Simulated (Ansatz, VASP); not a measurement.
## One calculation of KF, two programs

```
CELL_PARAMETERS angstrom
0.00000 2.72029 2.67350
2.72029 0.00000 2.67350
2.72029 2.72029 0.00000
ATOMIC_POSITIONS crystal
K 0.00000 0.00000 0.00000
F 0.50000 0.50000 0.50000
```

Change from the starting cell: strain +0.0175 x Voigt [1, 1, 0, 0, 0, 0], atoms carried along.

Alike in both runs: task single point; functional r2SCAN; k mesh 8 × 8 × 8; occupations gaussian, width 0.05 eV; no spin polarisation.

```csv
,VASP,Ansatz
version,VASP 6.6.1,Ansatz 0.2.0
potentials or method,"VASP PAW PBE potentials, release 64 (K_sv, F), cutoff 520 eV","scalar-relativistic, plane waves, PAW"
valence electrons in the cell,16,16
```

|  | VASP | Ansatz | Ansatz less VASP |
| --- | --- | --- | --- |
| gap on the k mesh at the Fermi level (eV) | 6.62 | 6.62 | +0.001 |
| least direct gap on the mesh (eV) | 6.62 | 6.62 | +0.001 |
| pressure (GPa) | -1.6 | -1.6 | +0.05 |
| traceless stress, the component that is largest in VASP (GPa) | 0.57 | 0.56 | -0.016 |

VASP's potentials were made for PBE, not for r2SCAN.
